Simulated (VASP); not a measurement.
# Ni3Ge (Pm-3m) in VASP: a series of runs, part 2 of 3

VASP 6.6.1. The steps go on from the part before.

### 4 Single point, LDA, collinear spin, ferromagnetic start

Contents of INCAR:

```
SYSTEM = Ni3Ge
  PREC = Accurate
  ENCUT = 520
  EDIFF = 1E-7
  ISMEAR = -1
  SIGMA = 0.1
  LREAL = .FALSE.
  LASPH = .TRUE.
  NELM = 150
  ALGO = Normal
  ISIF = 2
  LWAVE = .FALSE.
  LCHARG = .TRUE.
  ISPIN = 2
  MAGMOM = 0.76 0.76 0.76 0.07
  LORBIT = 11
  NUPDOWN = 2.2
  LMAXMIX = 4
  GGA = CA
  LELF = .TRUE.
  LVHAR = .TRUE.
  NBANDS = 34
```

Contents of KPOINTS:

```
regular mesh
0
G
  6 6 6
  0 0 0
```

Contents of POSCAR:

```
Ni3Ge
1.0
    3.5303340000      0.0000000000      0.0000000000
    0.0000000000      3.5303340000      0.0000000000
    0.0000000000      0.0000000000      3.5303340000
Ni Ge
3 1
Direct
    0.5000000000      0.0000000000      0.5000000000
    0.0000000000      0.5000000000      0.5000000000
    0.5000000000      0.5000000000      0.0000000000
    0.0000000000      0.0000000000      0.0000000000
```

Potentials or basis: VASP PAW LDA potentials, release 64 (Ni, Ge_d).

The run is started by

```
$ cat potpaw_LDA.64/Ni/POTCAR potpaw_LDA.64/Ge_d/POTCAR > POTCAR
$ mpirun -np 1 vasp_std > vasp.out
```

OUTCAR:

```text
SYSTEM = Ni3Ge
   PREC = Accurate
   ENCUT = 520
   EDIFF = 1E-7
   ISMEAR = -1
   LREAL = .FALSE.
   LASPH = .TRUE.
   NELM = 150
   ISIF = 2
   ISPIN = 2
   LORBIT = 11
   NUPDOWN = 2.2
   GGA = CA

 ion  position               nearest neighbor table
   1  0.500  0.000  0.500-   2 2.50   3 2.50   4 2.50   3 2.50   4 2.50   2 2.50   3 2.50   3 2.50
                             2 2.50   4 2.50   4 2.50   2 2.50
   2  0.000  0.500  0.500-   1 2.50   3 2.50   4 2.50   3 2.50   4 2.50   1 2.50   4 2.50   4 2.50
                             1 2.50   3 2.50   3 2.50   1 2.50
   3  0.500  0.500  0.000-   1 2.50   2 2.50   4 2.50   1 2.50   2 2.50   1 2.50   4 2.50   1 2.50
                             2 2.50   4 2.50   2 2.50   4 2.50
   4  0.000  0.000  0.000-   1 2.50   2 2.50   3 2.50   1 2.50   2 2.50   2 2.50   3 2.50   2 2.50
                             1 2.50   3 2.50   1 2.50   3 2.50

  LATTYP: Found a simple cubic cell.
 ALAT       =     3.5303340000

  Lattice vectors:

 A1 = (   3.5303340000,   0.0000000000,   0.0000000000)
 A2 = (   0.0000000000,   3.5303340000,   0.0000000000)
 A3 = (   0.0000000000,   0.0000000000,   3.5303340000)

Analysis of symmetry for initial positions (statically):
=====================================================================
 Subroutine PRICEL returns:
 Original cell was already a primitive cell.

 Routine SETGRP: Setting up the symmetry group for a
 simple cubic supercell.

 Subroutine GETGRP returns: Found 48 space group operations
 (whereof 48 operations were pure point group operations)
 out of a pool of 48 trial point group operations.

The static configuration has the point symmetry O_h .

Analysis of symmetry for dynamics (positions and initial velocities):
=====================================================================
 Subroutine PRICEL returns:
 Original cell was already a primitive cell.

 Routine SETGRP: Setting up the symmetry group for a
 simple cubic supercell.

 Subroutine GETGRP returns: Found 48 space group operations
 (whereof 48 operations were pure point group operations)
 out of a pool of 48 trial point group operations.

[... 164 lines left out ...]
 cond. band min:       9.7984012629   @ k =   0.5000   0.3333   0.1667
 fundamental gap:     -1.1082576614
 Fermi energy:        10.9790009831

 spin component 1

 k-point     1 :       0.0000    0.0000    0.0000
  band No.  band energies     occupation
      1     -14.4230      1.00000
      2     -14.4230      1.00000
      3     -14.4094      1.00000
      4     -14.4094      1.00000
      5     -14.4094      1.00000
      6      -2.4319      1.00000
[... 729 lines left out ...]
     33      30.8330      0.00000
     34      30.8333      0.00000
 Fermi energy:         9.7101894833

 spin component 2

 k-point     1 :       0.0000    0.0000    0.0000
  band No.  band energies     occupation
      1     -14.4026      1.00000
      2     -14.4026      1.00000
      3     -14.3887      1.00000
      4     -14.3887      1.00000
      5     -14.3887      1.00000
      6      -2.3155      1.00000
[... 729 lines left out ...]
     33      30.9286      0.00000
     34      30.9321      0.00000

------------------------ aborting loop because EDIFF is reached ----------------------------------------

  FORCE on cell =-STRESS in cart. coord.  units (eV):
  Direction    XX          YY          ZZ          XY          YZ          ZX
  --------------------------------------------------------------------------------------
  -------------------------------------------------------------------------------------
  Total       -0.6710437     -0.6710437     -0.6710437      0.0000000     -0.0000000      0.0000000
  in kB      -24.4350919    -24.4350919    -24.4350919      0.0000000     -0.0000000      0.0000000
  external PRESSURE =     -24.4350919 kB  Pullay stress =       0.0000000 kB

 VOLUME and BASIS-vectors are now :
 -----------------------------------------------------------------------------
  energy-cutoff  :      520.00
  volume of cell :       44.00
      direct lattice vectors                 reciprocal lattice vectors
     3.530334000  0.000000000  0.000000000     0.283259318  0.000000000  0.000000000
     0.000000000  3.530334000  0.000000000     0.000000000  0.283259318  0.000000000
     0.000000000  0.000000000  3.530334000     0.000000000  0.000000000  0.283259318

 POSITION                                       TOTAL-FORCE (eV/Angst)
 -----------------------------------------------------------------------------------
      1.76517      0.00000      1.76517         0.000000      0.000000      0.000000
      0.00000      1.76517      1.76517         0.000000      0.000000      0.000000
      1.76517      1.76517      0.00000         0.000000      0.000000      0.000000
      0.00000      0.00000      0.00000         0.000000      0.000000      0.000000
 -----------------------------------------------------------------------------------
    total drift:                                0.000000      0.000000      0.000000

  FREE ENERGIE OF THE ION-ELECTRON SYSTEM (eV)
  ---------------------------------------------------
  free  energy   TOTEN  =       -25.6986494571 eV

  energy  without entropy=      -25.5736351274  energy(sigma->0) =      -25.63614229

 total charge

# of ion       s       p       d       tot
------------------------------------------
    1        0.484   0.559   8.398   9.441
    2        0.484   0.559   8.398   9.441
    3        0.484   0.559   8.398   9.441
    4        1.094   1.290  10.136  12.520
--------------------------------------------------
tot          2.546   2.967  35.330  40.843

 magnetization (x)

# of ion       s       p       d       tot
------------------------------------------
    1        0.007   0.021   0.656   0.684
    2        0.007   0.021   0.656   0.684
    3        0.007   0.021   0.656   0.684
    4        0.015   0.071  -0.000   0.086
--------------------------------------------------
tot          0.036   0.135   1.968   2.138
```

stdout:

```text
POSCAR found type information on POSCAR NiGe
 POSCAR found :  2 types and       4 ions
 scaLAPACK will be used
 LDA part: xc-table for (Slater(with rela. corr.)+CA(PZ))
 , standard interpolation
 POSCAR, INCAR and KPOINTS ok, starting setup
 FFT: planning ... GRIDC
 FFT: planning ... GRID_SOFT
 FFT: planning ... GRID
 WAVECAR not read
 entering main loop
```

Run time: 30 s. Hardware: 1 thread of Intel Xeon 6975P-C (Granite Rapids), shared host; peak memory 0.17 GiB.

What came out:

- Free energy: -25.6986 eV
- Pressure: -2.4 GPa
- Net moment: 2.20 μB per cell
- Site moments: Ni +0.68; Ge +0.09 μB
- Valence electrons inside the program's atomic spheres: Ni 9.44; Ge 12.52

Caveat: the total moment is fixed, so each spin has its own Fermi level.

### 5 Single point, LDA, collinear spin, ferromagnetic start

Contents of INCAR:

```
SYSTEM = Ni3Ge
  PREC = Accurate
  ENCUT = 520
  EDIFF = 1E-7
  ISMEAR = -1
  SIGMA = 0.1
  LREAL = .False.
  LASPH = .True.
  NELM = 150
  ALGO = Normal
  ISIF = 2
  LWAVE = .False.
  LCHARG = .True.
  ISPIN = 2
  MAGMOM = 1.05 1.05 1.05 0.18
  LORBIT = 11
  NUPDOWN = 3.2
  LMAXMIX = 4
  LELF = .True.
  LVHAR = .True.
  NBANDS = 34
```

Contents of KPOINTS:

```
regular mesh
0
Gamma
  6 6 6
  0 0 0
```

POSCAR is that of step 4.

The run is started by

```
$ cat potpaw_LDA.64/Ni/POTCAR potpaw_LDA.64/Ge_d/POTCAR > POTCAR
$ mpirun -np 1 vasp_std > vasp.out
```

Wall time 34 s (1 thread of Intel Xeon 6975P-C (Granite Rapids), shared host); peak memory 0.17 GiB.

The run converged. Its results:

- Free energy: -24.9221 eV
- Pressure: 2.3 GPa
- Net moment: 3.20 μB per cell
- Site moments: Ni +0.95; Ge +0.20 μB
- Valence electrons inside the program's atomic spheres: Ni 9.42; Ge 12.55

Caveat: the total moment is fixed, so each spin has its own Fermi level.

(Continued in part 3 of 3.)
